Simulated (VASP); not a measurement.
Input of a VASP 6.6.1 run:

Contents of INCAR:

```
ALGO = Normal
EDIFF = 1E-6
ENCUT = 520
ISIF = 2
ISMEAR = -1
LASPH = T
LCHARG = F
LREAL = F
LWAVE = F
NBANDS = 10
NELM = 60
PREC = Accurate
SIGMA = 0.05
```

File KPOINTS:

```
k-points
0
Gamma
  6 6 6
```

File POSCAR:

```
Cs
1.0
    0.0000000000      3.9744844209      3.9744844209
    3.9744844209      0.0000000000      3.9744844209
    3.9744844209      3.9744844209      0.0000000000
Cs
1
Direct
    0.0000000000      0.0000000000      0.0000000000
```

Potentials or basis: VASP PAW LDA potentials, release 64 (Cs_sv).

Command:

```bash
$ cat potpaw_LDA.64/Cs_sv/POTCAR > POTCAR
$ mpirun -np 1 vasp_std > vasp.out
```

What does it give for the band gap on the k mesh?

Zero (an odd number of electrons rules out a gap without spin polarisation).

Predict the pressure.

-0.4 GPa.

Caveat: spin-orbit coupling is left out, which moves the levels of the heavy elements.
